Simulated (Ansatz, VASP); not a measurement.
**Sc: VASP beside Ansatz**

```
Sc
1.0
     3.37518    0.00000    0.00000
    -1.68759    2.92299    0.00000
     0.00000    0.00000    5.27330
Sc
2
Direct
  0.66667 0.33333 0.75000
  0.33333 0.66667 0.25000
```

Alike in both runs: task single point; functional PBE; k mesh 8 × 8 × 4; occupations fermi-dirac, width 0.05 eV; no spin polarisation.

|  | VASP | Ansatz |
| --- | --- | --- |
| version | VASP 6.6.1 | Ansatz 0.2.0 |
| potentials or method | VASP PAW PBE potentials, release 64 (Sc_sv) | Ansatz PAW |
| plane-wave cutoff (eV) | 520 | 420 |
| valence electrons in the cell | 22 | 22 |

|  | VASP | Ansatz | Ansatz less VASP |
| --- | --- | --- | --- |
| gap on the k mesh at the Fermi level (eV) | none | none | - |
| pressure (GPa) | -2.7 | -2.7 | -0.03 |
| traceless stress, the component that is largest in VASP (GPa) | -0.16 | -0.16 | -0.004 |

A gap of «none» marks a metal or a gap that the smearing closes.
